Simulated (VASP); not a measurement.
# PbF2 (Fm-3m) in VASP: single point with PBE+D3(BJ)

Aim: the single point of PbF2 with PBE+D3(BJ).

Program: VASP 6.6.1. These are calculated values, not measurements. Logs are shortened: lines on timing, memory, paths and dates and some standing lists are left out, and cuts for length are marked.

**1. The cell of the first run**

Symmetry: Fm-3m, No. 225, cubic system. Conventional cell: a = 5.940 Å, b = 5.940 Å, c = 5.940 Å, α = 90.00°, β = 90.00°, γ = 90.00°. Pb (site symmetry m-3m) has 8 F at 2.57 Å within 3.4 Å. F (site symmetry -43m) has 4 Pb at 2.57 Å and 6 F at 2.97 Å within 3.4 Å.

**2. Single point, PBE+D3(BJ)**

The input, INCAR:

```
ALGO     = Normal         # electronic algorithm
EDIFF    = 1E-6           # SCF threshold, eV
ENCUT    = 520            # plane-wave cutoff, eV
GGA      = PE             # functional
ISIF     = 2              # what is computed and relaxed
ISMEAR   = 0              # smearing method
IVDW     = 12             # dispersion correction
LASPH    = T              # aspherical terms in the spheres
LCHARG   = F              # write CHGCAR
LREAL    = F              # projectors in reciprocal space
LWAVE    = F              # write WAVECAR
NBANDS   = 21             # bands
NELM     = 60             # most SCF steps
PREC     = Accurate       # precision mode
SIGMA    = 0.05           # smearing width, eV
```

The input, KPOINTS:

```
k-points
0
Gamma
  8 8 8
```

The input, POSCAR:

```
PbF2
1.0
    0.0000000000      2.9698500000      2.9698500000
    2.9698500000      0.0000000000      2.9698500000
    2.9698500000      2.9698500000      0.0000000000
Pb F
1 2
Direct
    0.0000000000      0.0000000000      0.0000000000
    0.2500000000      0.2500000000      0.2500000000
    0.7500000000      0.7500000000      0.7500000000
```

Potentials or basis: VASP PAW PBE potentials, release 64 (Pb_d, F).

On the command line:

```sh
> cat potpaw_PBE.64/Pb_d/POTCAR potpaw_PBE.64/F/POTCAR > POTCAR
> mpirun -np 1 vasp_std > vasp.out
```

OUTCAR:

```text
EDIFF = 1E-6
   ENCUT = 520
   GGA = PE
   ISIF = 2
   ISMEAR = 0
   IVDW = 12
   LASPH = T
   LREAL = F
   NELM = 60
   PREC = Accurate
 IVDW          = 12

 ion  position               nearest neighbor table
   1  0.000  0.000  0.000-   3 2.57   3 2.57   3 2.57   2 2.57   2 2.57   2 2.57   3 2.57   2 2.57

   2  0.250  0.250  0.250-   1 2.57   1 2.57   1 2.57   1 2.57
   3  0.750  0.750  0.750-   1 2.57   1 2.57   1 2.57   1 2.57

  LATTYP: Found a face centered cubic cell.
 ALAT       =     5.9397000000

  Lattice vectors:

 A1 = (   0.0000000000,   2.9698500000,   2.9698500000)
 A2 = (   2.9698500000,   0.0000000000,   2.9698500000)
 A3 = (   2.9698500000,   2.9698500000,   0.0000000000)

Analysis of symmetry for initial positions (statically):
=====================================================================
 Subroutine PRICEL returns:
 Original cell was already a primitive cell.

 Routine SETGRP: Setting up the symmetry group for a
 face centered cubic supercell.

 Subroutine GETGRP returns: Found 48 space group operations
 (whereof 48 operations were pure point group operations)
 out of a pool of 48 trial point group operations.

The static configuration has the point symmetry O_h .

Analysis of symmetry for dynamics (positions and initial velocities):
=====================================================================
 Subroutine PRICEL returns:
 Original cell was already a primitive cell.

 Routine SETGRP: Setting up the symmetry group for a
 face centered cubic supercell.

 Subroutine GETGRP returns: Found 48 space group operations
 (whereof 48 operations were pure point group operations)
 out of a pool of 48 trial point group operations.

The dynamic configuration has the point symmetry O_h .

 Subroutine INISYM returns: Found 48 space group operations
 (whereof 48 operations are pure point group operations),
 and found     1 'primitive' translations

----------------------------------------------------------------------------------------

                                     Primitive cell

  volume of cell :      52.3882

  direct lattice vectors                    reciprocal lattice vectors
     0.000000000  2.969850000  2.969850000    -0.168358671  0.168358671  0.168358671
     2.969850000  0.000000000  2.969850000     0.168358671 -0.168358671  0.168358671
     2.969850000  2.969850000  0.000000000     0.168358671  0.168358671 -0.168358671

  length of vectors
     4.200002148  4.200002148  4.200002148     0.291605773  0.291605773  0.291605773

  position of ions in fractional coordinates (direct lattice)
     0.000000000  0.000000000  0.000000000
     0.250000000  0.250000000  0.250000000
     0.750000000  0.750000000  0.750000000

  ion indices of the primitive-cell ions
   primitive index   ion index
                 1           1
                 2           2
                 3           3

----------------------------------------------------------------------------------------

 KPOINTS: k-points

Automatic generation of k-mesh.
 Grid dimensions read from file:
 generate k-points for:    8    8    8

 Generating k-lattice:

  Cartesian coordinates                     Fractional coordinates (reciprocal lattice)
    -0.021044834  0.021044834  0.021044834     0.125000000  0.000000000  0.000000000
     0.021044834 -0.021044834  0.021044834     0.000000000  0.125000000  0.000000000
     0.021044834  0.021044834 -0.021044834     0.000000000  0.000000000  0.125000000

  Length of vectors
     0.036450722  0.036450722  0.036450722

  Shift w.r.t. Gamma in fractional coordinates (k-lattice)
     0.000000000  0.000000000  0.000000000

 Subroutine IBZKPT returns following result:
 ===========================================

 Found     29 irreducible k-points:

 Following reciprocal coordinates:
            Coordinates               Weight
  0.000000  0.000000  0.000000      1.000000
  0.125000  0.000000  0.000000      8.000000
  0.250000  0.000000  0.000000      8.000000
  0.375000  0.000000  0.000000      8.000000
  0.500000  0.000000  0.000000      4.000000
  0.125000  0.125000  0.000000      6.000000
[... 16 lines left out ...]
  0.500000  0.250000  0.125000     48.000000
 -0.375000  0.250000  0.125000     24.000000
 [... further k-points ...]
   k-points           NKPTS =     29   k-points in BZ     NKDIM =     29   number of bands    NBANDS=     21
   number of dos      NEDOS =    301   number of ions     NIONS =      3
   total plane-waves  NPLWV =  32768
   dimension x,y,z NGX =    32 NGY =   32 NGZ =   32
   dimension x,y,z NGXF=    64 NGYF=   64 NGZF=   64
   ions per type =               1   2
   NGX,Y,Z   is equivalent  to a cutoff of  12.67, 12.67, 12.67 a.u.
   NGXF,Y,Z  is equivalent  to a cutoff of  25.33, 25.33, 25.33 a.u.
 SYSTEM =  unknown system
   PREC   = accura    normal or accurate (medium, high low for compatibility)
   ISTART =      0    job   : 0-new  1-cont  2-samecut
   ICHARG =      2    charge: 1-file 2-atom 10-const
   ISPIN  =      1    spin polarized calculation?
   LNONCOLLINEAR =      F non collinear calculations
   LSORBIT =      F    spin-orbit coupling
   LASPH  =      T    aspherical Exc in radial PAW
   ENCUT  =  520.0 eV  38.22 Ry    6.18 a.u.   7.81  7.81  7.81*2*pi/ulx,y,z
   NELM   =     60;   NELMIN=  2; NELMDL= -5     # of ELM steps
   EDIFF  = 0.1E-05   stopping-criterion for ELM
   LREAL  =      F    real-space projection
   EDIFFG = 0.1E-04   stopping-criterion for IOM
   NSW    =      0    number of steps for IOM
   IBRION =     -1    ionic relax: 0-MD 1-quasi-New 2-CG
   NFREE  =      0    steps in history (QN), initial steepest desc. (CG)
   ISIF   =      2    stress and relaxation
   ISYM   =      2    0-nonsym 1-usesym 2-fastsym
   POTIM  = 0.5000    time-step for ionic-motion
   TEBEG  =    0.0;   TEEND  =   0.0 temperature during run
   PSTRESS=    0.0 pullay stress
   NELECT =      28.0000    total number of electrons
   NUPDOWN=      -1.0000    fix difference up-down
   EMIN   =  10.00;   EMAX   =-10.00  energy-range for DOS
   EFERMI =   0.00;   METHOD = LEGACY
   ISMEAR =     0;   SIGMA  =   0.05  broadening in eV -4-tet -1-fermi 0-gaus
   EFERMI_NEDOS =   21; number of points for ismear=-14 and -15
   IALGO  =     38    algorithm
   IMIX   =      4    mixing-type and parameters
     AMIX     =   0.40;   BMIX     =  1.00
     AMIX_MAG =   1.60;   BMIX_MAG =  1.00
  volume/ion in A,a.u.               =      17.46       117.84
  Fermi-wavevector in a.u.,A,eV,Ry     =   1.328566  2.510625 24.015460  1.765086
  Thomas-Fermi vector in A             =   2.457794
   LORBIT       =      0    0 simple, 1 ext, 2 COOP (PROOUT), +10 PAW based schemes
   GGA     = PE    functional components
   LHFCALC =     F    Hartree Fock is set to
   AEXX    =    0.0000 exact exchange contribution
   IVDW    =    12    specifies the selected vdW correction
   LEPSILON=     F    determine dielectric tensor
   LRPA    =     F    only Hartree local field effects (RPA)
 non-spin polarized calculation
 Gauss-broadening in eV      SIGMA  =   0.05
  energy-cutoff  :      520.00
  volume of cell :       52.39
 maximum number of plane-waves:      1424
   NGX = 15   NGY = 15   NGZ = 15

 number of electron      28.0000010 magnetization

 Free energy of the ion-electron system (eV)
  ---------------------------------------------------
  ext. energy  EPLUGINS =         0.00000000
  ---------------------------------------------------
  free energy    TOTEN  =       -14.33923795 eV

  energy without entropy =      -14.33923795  energy(sigma->0) =      -14.33923795

 E-fermi :   2.0169     XC(G=0):  -9.3751

 val. band max:        1.8123564208   @ k =  -0.2500   0.5000   0.2500
 cond. band min:       6.2292538167   @ k =   0.5000   0.5000   0.0000
 fundamental gap:      4.4168973959
 Fermi energy:         2.0168626132

 k-point     1 :       0.0000    0.0000    0.0000
  band No.  band energies     occupation
      1     -19.2344      2.00000
      2     -18.6243      2.00000
      3     -12.6176      2.00000
      4     -12.6176      2.00000
      5     -12.6176      2.00000
      6     -12.5637      2.00000
[... 13 lines left out ...]
     20      16.9486      0.00000
     21      19.2788      0.00000

 k-point     2 :       0.1250    0.0000    0.0000
  band No.  band energies     occupation
      1     -19.2045      2.00000
      2     -18.6517      2.00000
      3     -12.6116      2.00000
      4     -12.6116      2.00000
      5     -12.5864      2.00000
      6     -12.5636      2.00000
[... 13 lines left out ...]
     20      16.5259      0.00000
     21      18.6980      0.00000

 k-point     3 :       0.2500    0.0000    0.0000
  band No.  band energies     occupation
      1     -19.1266      2.00000
      2     -18.7209      2.00000
      3     -12.6024      2.00000
      4     -12.6024      2.00000
      5     -12.5577      2.00000
      6     -12.5577      2.00000
[... 13 lines left out ...]
     20      15.9583      0.00000
     21      17.4668      0.00000

 k-point     4 :       0.3750    0.0000    0.0000
  band No.  band energies     occupation
      1     -19.0272      2.00000
      2     -18.8105      2.00000
      3     -12.6015      2.00000
      4     -12.6015      2.00000
      5     -12.5436      2.00000
      6     -12.5436      2.00000
[... 13 lines left out ...]
     20      15.6387      0.00000
     21      16.4304      0.00000

 k-point     5 :       0.5000    0.0000    0.0000
  band No.  band energies     occupation
      1     -18.9516      2.00000
      2     -18.8804      2.00000
      3     -12.6025      2.00000
      4     -12.6025      2.00000
      5     -12.5361      2.00000
      6     -12.5361      2.00000
[... 13 lines left out ...]
     20      15.5488      0.00000
     21      16.0248      0.00000
[... 382 lines left out ...]
     20      18.5066      0.00000
     21      19.0988      0.00000

 k-point    22 :       0.3750    0.2500    0.1250
  band No.  band energies     occupation
      1     -19.0721      2.00000
      2     -18.7668      2.00000
      3     -12.5840      2.00000
      4     -12.5793      2.00000
      5     -12.5686      2.00000
      6     -12.5401      2.00000
[... 13 lines left out ...]
     20      17.1017      0.00000
     21      17.9369      0.00000

 k-point    23 :       0.5000    0.2500    0.1250
  band No.  band energies     occupation
      1     -18.9926      2.00000
      2     -18.8355      2.00000
      3     -12.5839      2.00000
      4     -12.5755      2.00000
      5     -12.5514      2.00000
      6     -12.5186      2.00000
[... 13 lines left out ...]
     20      17.6551      0.00000
     21      18.2062      0.00000

 k-point    24 :      -0.3750    0.2500    0.1250
  band No.  band energies     occupation
      1     -18.9296      2.00000
      2     -18.8940      2.00000
      3     -12.5840      2.00000
      4     -12.5771      2.00000
      5     -12.5399      2.00000
      6     -12.5099      2.00000
[... 13 lines left out ...]
     20      17.8598      0.00000
     21      18.3361      0.00000

 [... further k-points ...]

------------------------ aborting loop because EDIFF is reached ----------------------------------------

 Edisp (eV)   -0.45760

 E8    (eV) :    -0.1971

  FORCE on cell =-STRESS in cart. coord.  units (eV):
  Direction    XX          YY          ZZ          XY          YZ          ZX
  --------------------------------------------------------------------------------------
  -------------------------------------------------------------------------------------
  Total       0.20456     0.20456     0.20456    -0.00000    -0.00000     0.00000
  in kB       6.25587     6.25587     6.25587    -0.00000    -0.00000     0.00000
  external pressure =        6.26 kB  Pullay stress =        0.00 kB

 VOLUME and BASIS-vectors are now :
 -----------------------------------------------------------------------------
  energy-cutoff  :      520.00
  volume of cell :       52.39
      direct lattice vectors                 reciprocal lattice vectors
     0.000000000  2.969850000  2.969850000    -0.168358671  0.168358671  0.168358671
     2.969850000  0.000000000  2.969850000     0.168358671 -0.168358671  0.168358671
     2.969850000  2.969850000  0.000000000     0.168358671  0.168358671 -0.168358671

 POSITION                                       TOTAL-FORCE (eV/Angst)
 -----------------------------------------------------------------------------------
      0.00000      0.00000      0.00000         0.000000      0.000000      0.000000
      1.48493      1.48493      1.48493         0.000000      0.000000      0.000000
      4.45477      4.45477      4.45477        -0.000000     -0.000000     -0.000000
 -----------------------------------------------------------------------------------
    total drift:                                0.000000     -0.000000      0.000000

  FREE ENERGIE OF THE ION-ELECTRON SYSTEM (eV)
  ---------------------------------------------------
  free  energy   TOTEN  =       -14.7968336145 eV

  energy  without entropy=      -14.7968336144  energy(sigma->0) =      -14.79683361
```

Wall time 15 s (1 thread of Intel Xeon Platinum 8488C (Sapphire Rapids), shared host); peak memory 0.2 GiB.

What came out:

```
Free energy                : -14.7968 eV
Pressure                   : 0.6 GPa
Band gap on the k mesh     : 4.42 eV, indirect (least direct gap 4.56 eV)
Dispersion energy per atom : -0.153 eV
```

Levels at points of the mesh, in eV from the valence-band top:
```csv
k point,band 10,band 11,band 12,band 13,band 14,band 15,band 16,band 17,band 18,band 19
"(0.00, 0.00, 0.00)",-2.43,-2.43,-1.94,-1.94,-1.94,6.77,6.77,6.77,10.63,15.14
"(0.50, 0.00, 0.00)",-2.63,-2.63,-2.11,-2.11,-0.03,5.03,7.65,7.65,13.21,13.74
"(0.50, 0.50, 0.00)",-3.50,-1.52,-1.52,-1.52,-0.15,4.42,7.88,7.88,8.98,14.17
```

Caveat: spin-orbit coupling is left out, which moves the levels of the heavy elements. As with any semilocal functional, this PBE gap is likely too small.
